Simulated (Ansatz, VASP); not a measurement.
**Two plane-wave programs on AlGa2As3**

```
Al Ga As
1.0
     4.01253    0.00000    0.00000
     0.00000    4.01253    0.00000
     0.00000    0.00000    7.50880
Al Ga As
1 2 3
Direct
  0.00000 0.00000 0.50000
  0.50000 0.00000 0.00000
  0.00000 0.50000 0.00000
  0.00000 0.00000 0.22910
  0.00000 0.00000 0.77090
  0.50000 0.50000 0.00000
```

Alike in both runs: task relaxation of cell and atoms; functional PBE; k mesh 4 × 4 × 2; occupations gaussian, width 0.1 eV; no spin polarisation.

|  | VASP | Ansatz |
| --- | --- | --- |
| version | VASP 6.6.1 | Ansatz 0.2.0 |
| potentials or method | VASP PAW PBE potentials, release 64 (Al, Ga_d, As), cutoff 600 eV | scalar-relativistic, plane waves, PAW |
| valence electrons in the cell | 44 | 74 |

```csv
,VASP,Ansatz,Ansatz less VASP
"gap on the k mesh at the Fermi level, each at its own relaxed structure (eV)",none,none,-
relaxed volume (Å³/atom),32.44,32.28,-0.156
relaxed cell length with the largest relative difference (Å),5.032,5.018,-0.0145
```

A gap of «none» marks a metal or a gap that the smearing closes. VASP's potentials hold 44 valence electrons a cell and Ansatz's 74, so a difference there can come from the potentials and not from the codes.

The k mesh is coarse, so the values compare programs but aren't converged. Noted on VASP's run: the volume moved by over 15 % at a fixed basis, so the end points are rough.
